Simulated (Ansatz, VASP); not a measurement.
# Ba: VASP beside Ansatz

The input POSCAR:

```
Ba
1.0
   -2.5590814567      2.5590814567      2.5590814567
    2.5590814567     -2.5590814567      2.5590814567
    2.5590814567      2.5590814567     -2.5590814567
Ba
1
Direct
    0.0000000000      0.0000000000      0.0000000000
```

The input INCAR.step1:

```
SYSTEM = Ba
PREC = Accurate
ENCUT = 520
ISMEAR = 0
SIGMA = 0.1
LREAL = .FALSE.
LASPH = .TRUE.
NELM = 60
NBANDS = 11
GGA = PE
ALGO = Normal
EDIFF = 1E-4
LWAVE = .TRUE.
LCHARG = .FALSE.
```

Contents of INCAR.step2:

```
SYSTEM = Ba
PREC = Accurate
ENCUT = 520
EDIFF = 1E-7
ISMEAR = 0
SIGMA = 0.1
LREAL = .FALSE.
LASPH = .TRUE.
NELM = 60
ALGO = Normal
ISIF = 2
LWAVE = .FALSE.
LCHARG = .FALSE.
METAGGA = R2SCAN
LMIXTAU = .TRUE.
NBANDS = 11
ISTART = 1
```

The input KPOINTS:

```
regular mesh
0
G
  12 12 12
  0 0 0
```

Input for Ansatz:

```yaml
crystal:
  lattice:
    - [-2.5590814567, 2.5590814567, 2.5590814567]
    - [2.5590814567, -2.5590814567, 2.5590814567]
    - [2.5590814567, 2.5590814567, -2.5590814567]
  atoms:
    - { symbol: Ba, position: [0.0, 0.0, 0.0] }
basis:
  ecutwfc: 500
kpoints:
  mp_grid: { grid: [12, 12, 12] }
hamiltonian:
  xc: r2scan
scf:
  occupations: { method: gaussian, width: 0.1 }
output:
  forces: true
  stress: true
  eigenvalues: true
```

Alike in both runs: task single point; functional r2SCAN; k mesh 12 × 12 × 12; occupations gaussian, width 0.1 eV; no spin polarisation.

|  | VASP | Ansatz |
| --- | --- | --- |
| version | VASP 6.6.1 | Ansatz 0.2.0 |
| potentials or method | VASP PAW PBE potentials, release 64 (Ba_sv), cutoff 520 eV | scalar-relativistic, plane waves, PAW |
| valence electrons in the cell | 10 | 10 |

|  | VASP | Ansatz | Ansatz less VASP |
| --- | --- | --- | --- |
| gap on the k mesh at the Fermi level (eV) | none | none | - |
| pressure (GPa) | -0.2 | -0.2 | -0.04 |

VASP's potentials were made for PBE, not for r2SCAN. A gap of «none» marks a metal or a gap that the smearing closes.

Neither program's run includes spin-orbit coupling.
